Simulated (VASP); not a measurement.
# ZrC (rock salt type) (Fm-3m) in VASP: further runs, part 2 of 2

VASP 6.6.1. The steps go on from the part before.

## (4) Single point, HSE06

This run uses another cell than the first one, of 12.80 Å³/atom, 1.032 times its volume.

Contents of POSCAR:

```
ZrC
1.0
    0.0000000000      2.3391941546      2.3391941546
    2.3391941546      0.0000000000      2.3391941546
    2.3391941546      2.3391941546      0.0000000000
Zr C
1 1
Direct
    0.0000000000      0.0000000000      0.0000000000
    0.5000000000      0.5000000000      0.5000000000
```

Contents of INCAR.step1:

```
ALGO     = Normal         # electronic algorithm
EDIFF    = 1E-5           # SCF threshold, eV
ENCUT    = 520            # plane-wave cutoff, eV
GGA      = PE             # functional
ISIF     = 2              # what is computed and relaxed
ISMEAR   = -1             # smearing method
LASPH    = T              # aspherical terms in the spheres
LREAL    = F              # projectors in reciprocal space
LWAVE    = T              # write WAVECAR
NBANDS   = 15             # bands
NELM     = 60             # most SCF steps
PREC     = Accurate       # precision mode
SIGMA    = 0.1            # smearing width, eV
```

Contents of INCAR.step2:

```
ALGO     = Normal         # electronic algorithm
EDIFF    = 1E-6           # SCF threshold, eV
ENCUT    = 520            # plane-wave cutoff, eV
GGA      = PE             # functional
HFSCREEN = 0.2079         # screening, 1/A
ISIF     = 2              # what is computed and relaxed
ISMEAR   = -1             # smearing method
ISTART   = 1            
LASPH    = T              # aspherical terms in the spheres
LCHARG   = T              # write CHGCAR
LELF     = T              # ELF
LHFCALC  = T              # exact exchange
LREAL    = F              # projectors in reciprocal space
LVHAR    = T            
LWAVE    = F              # write WAVECAR
NBANDS   = 15             # bands
NELM     = 60             # most SCF steps
PREC     = Accurate       # precision mode
PRECFOCK = Normal       
SIGMA    = 0.1            # smearing width, eV
```

Contents of KPOINTS:

```
k-points
0
Gamma
  4 4 4
```

Started as:

```
> cat potpaw_PBE.64/Zr_sv/POTCAR potpaw_PBE.64/C/POTCAR > POTCAR
> cp INCAR.step1 INCAR
> mpirun -np 1 vasp_std > vasp.out
> cp INCAR.step2 INCAR
> mpirun -np 1 vasp_std > vasp.out
```

It took 1.8 min on 1 thread of Intel Xeon 6975P-C (Granite Rapids), shared host; peak memory 0.25 GiB.

The run converged. Its results:

| Quantity | Value |
| --- | --- |
| Free energy | -22.2828 eV |
| Pressure | 1.2 GPa |
| Band gap on the k mesh | zero (band 8 reaches 10.58 eV, above the bottom of band 9 at 9.21 eV) |

Levels at points of the mesh, in eV from the Fermi level:
```
           k point  band 6  band 7  band 8  band 9  band 10  band 11
(0.00, 0.00, 0.00)    1.18    1.18    1.18    1.87     1.87     1.87
(0.50, 0.00, 0.00)   -6.00   -3.30   -3.30    5.79     5.79     6.69
(0.50, 0.50, 0.00)   -2.46   -1.54    0.14    0.14     5.49     7.06
```

Caveat: the k points lie up to 0.58 Å⁻¹ apart; the PAW data sets were made with another functional, which shifts forces and pressure a little.

## (5) Single point, HSE06

This run uses another cell than the first one, of 13.19 Å³/atom, 1.063 times its volume.

Contents of POSCAR:

```
ZrC
1.0
    0.0000000000      2.3628239777      2.3628239777
    2.3628239777      0.0000000000      2.3628239777
    2.3628239777      2.3628239777      0.0000000000
Zr C
1 1
Direct
    0.0000000000      0.0000000000      0.0000000000
    0.5000000000      0.5000000000      0.5000000000
```

Contents of INCAR.step1:

```
SYSTEM = ZrC
  PREC = Accurate
  ENCUT = 520
  EDIFF = 1E-5
  ISMEAR = -1
  SIGMA = 0.1
  LREAL = .False.
  LASPH = .True.
  NELM = 80
  ALGO = Normal
  ISIF = 2
  LWAVE = .True.
  LCHARG = .False.
  NBANDS = 15
  GGA = PE
```

Contents of INCAR.step2:

```
SYSTEM = ZrC
  PREC = Accurate
  ENCUT = 520
  EDIFF = 1E-7
  ISMEAR = -1
  SIGMA = 0.1
  LREAL = .False.
  LASPH = .True.
  NELM = 80
  ALGO = Normal
  ISIF = 2
  LWAVE = .False.
  LCHARG = .False.
  GGA = PE
  LHFCALC = .True.
  HFSCREEN = 0.2079
  PRECFOCK = Normal
  NBANDS = 15
  ISTART = 1
```

Contents of KPOINTS:

```
regular mesh
0
Gamma
  4 4 4
  0 0 0
```

Potentials or basis: VASP PAW PBE potentials, release 64 (Zr_sv, C).

Started as:

```
> cat potpaw_PBE.64/Zr_sv/POTCAR potpaw_PBE.64/C/POTCAR > POTCAR
> cp INCAR.step1 INCAR
> mpirun -np 1 vasp_std > vasp.out
> cp INCAR.step2 INCAR
> mpirun -np 1 vasp_std > vasp.out
```

OUTCAR:

```text
SYSTEM = ZrC
   PREC = Accurate
   ENCUT = 520
   EDIFF = 1E-7
   ISMEAR = -1
   LREAL = .False.
   LASPH = .True.
   NELM = 80
   ISIF = 2
   GGA = PE
   LHFCALC = .True.
   HFSCREEN = 0.2079
   PRECFOCK = Normal
   ISTART = 1

 ion  position               nearest neighbor table
   1  0.000  0.000  0.000-   2 2.36   2 2.36   2 2.36   2 2.36   2 2.36   2 2.36
   2  0.500  0.500  0.500-   1 2.36   1 2.36   1 2.36   1 2.36   1 2.36   1 2.36

  LATTYP: Found a face centered cubic cell.
 ALAT       =     4.7256479554

  Lattice vectors:

 A1 = (   0.0000000000,   2.3628239777,   2.3628239777)
 A2 = (   2.3628239777,   0.0000000000,   2.3628239777)
 A3 = (   2.3628239777,   2.3628239777,   0.0000000000)

Analysis of symmetry for initial positions (statically):
=====================================================================
 Subroutine PRICEL returns:
 Original cell was already a primitive cell.

 Routine SETGRP: Setting up the symmetry group for a
 face centered cubic supercell.

 Subroutine GETGRP returns: Found 48 space group operations
[... 168 lines left out ...]
      4     -18.7049      2.00000
      5      -3.6543      2.00000
      6      10.2430      0.00002
      7      10.2430      0.00002
      8      10.2430      0.00002
      9      10.9171      0.00000
     10      10.9171      0.00000
     11      10.9171      0.00000
     12      12.6048      0.00000
     13      12.6048      0.00000
     14      17.2926      0.00000
[... 113 lines left out ...]
      2     -19.2517      2.00000
      3     -19.2517      2.00000
      4     -19.0278      2.00000
      5      -1.5914      2.00000
      6       6.2040      2.00000
      7       6.4216      2.00000
      8       6.4216      2.00000
      9      13.2246      0.00000
     10      13.2246      0.00000
     11      15.8866      0.00000
     12      17.0766      0.00000
     13      17.1593      0.00000
     14      23.8045      0.00000
     15      23.8047      0.00000

------------------------ aborting loop because EDIFF is reached ----------------------------------------

  FORCE on cell =-STRESS in cart. coord.  units (eV):
  Direction    XX          YY          ZZ          XY          YZ          ZX
  --------------------------------------------------------------------------------------
  -------------------------------------------------------------------------------------
  Total       -0.8927407     -0.8927407     -0.8927407     -0.0000000      0.0000000     -0.0000000
  in kB      -54.2140452    -54.2140452    -54.2140452     -0.0000000      0.0000000     -0.0000000
  external PRESSURE =     -54.2140452 kB  Pullay stress =       0.0000000 kB

 VOLUME and BASIS-vectors are now :
 -----------------------------------------------------------------------------
  energy-cutoff  :      520.00
  volume of cell :       26.38
      direct lattice vectors                 reciprocal lattice vectors
     0.000000000  2.362823978  2.362823978    -0.211611193  0.211611193  0.211611193
     2.362823978  0.000000000  2.362823978     0.211611193 -0.211611193  0.211611193
     2.362823978  2.362823978  0.000000000     0.211611193  0.211611193 -0.211611193

 POSITION                                       TOTAL-FORCE (eV/Angst)
 -----------------------------------------------------------------------------------
      0.00000      0.00000      0.00000         0.000000     -0.000000      0.000000
      2.36282      2.36282      2.36282        -0.000000      0.000000     -0.000000
 -----------------------------------------------------------------------------------
    total drift:                                0.000000      0.000000      0.000000

  FREE ENERGIE OF THE ION-ELECTRON SYSTEM (eV)
  ---------------------------------------------------
  free  energy   TOTEN  =       -22.2724491712 eV

  energy  without entropy=      -22.2455333634  energy(sigma->0) =      -22.25899127
```

Wall time 2.2 min (1 thread of Intel Xeon 6975P-C (Granite Rapids), shared host); peak memory 0.25 GiB.

Results:

- Free energy: -22.2724 eV
- Pressure: -5.4 GPa
- Band gap on the k mesh: zero (band 8 reaches 10.24 eV, above the bottom of band 9 at 8.95 eV)

Caveat: the k points lie up to 0.58 Å⁻¹ apart; the PAW data sets were made with another functional, which shifts forces and pressure a little.

## (6) Overview

```tsv
cell	gap on the mesh (eV)	pressure (GPa)
a = 3.274 Å, angles 60.0°, 2 atoms	none	8.9
a = 3.308 Å, angles 60.0°, 2 atoms	none	1.2
a = 3.342 Å, angles 60.0°, 2 atoms	none	-5.4
```

Alike in all rows: task single point; level HSE06; potentials or basis VASP PAW PBE potentials, release 64 (Zr_sv, C); no spin polarisation; k mesh 4 × 4 × 4; cutoff (eV) 520; smearing fermi-dirac 0.1 eV.

Caveats: all runs use coarse meshes; the PAW data sets were made with another functional, which shifts forces and pressure a little.

Total energies depend on the potentials used, so only differences within one code and one set of settings carry meaning.
